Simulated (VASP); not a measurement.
Runs of VASP 6.6.1 on SnO2. The structure is that of space group P4_2/mnm (No. 136), or close to it. The cells are those of the table. 

```tsv
task	level	cell	cutoff (eV)	gap on the mesh (eV)	pressure (GPa)	largest force (eV/Å)
single point	PBE+D3(BJ)	a = 4.793, b = 4.793, c = 3.230 Å, 6 atoms	520	(a)	0.7	0.01
single point	PBEsol	a = 4.605, b = 4.605, c = 3.162 Å, 6 atoms	520	1.87	20.8	0.01
single point	PBEsol	a = 4.544, b = 4.544, c = 3.143 Å, 6 atoms	520	2.27	(b)	0.02
single point	PBEsol	a = 4.721, b = 4.721, c = 3.197 Å, 6 atoms	520	1.17	5.7	0.01
relaxation of cell and atoms	PBEsol	relaxed to 5 GPa from a = 4.738, b = 4.738, c = 3.187 Å, 6 atoms	600	1.15	5.0	-
```

Alike in all rows: potentials or basis VASP PAW PBE potentials, release 64 (Sn_d, O); no spin polarisation; k mesh 6 × 6 × 8; smearing fermi-dirac 0.05 eV.

Fill in the values left out.

(a) 0.83; (b) 30.9.

Caveats: spin-orbit coupling is left out, which moves the levels of the heavy elements; the PAW data sets were made with another functional, which shifts forces and pressure a little (at least some runs); the cell stands under pressure (at least some runs); the cell is relaxed towards a set pressure, so the run minimises the enthalpy, not the energy (at least some runs).

A k mesh can miss the band edges, and the runs leave out spin-orbit coupling on Sn.
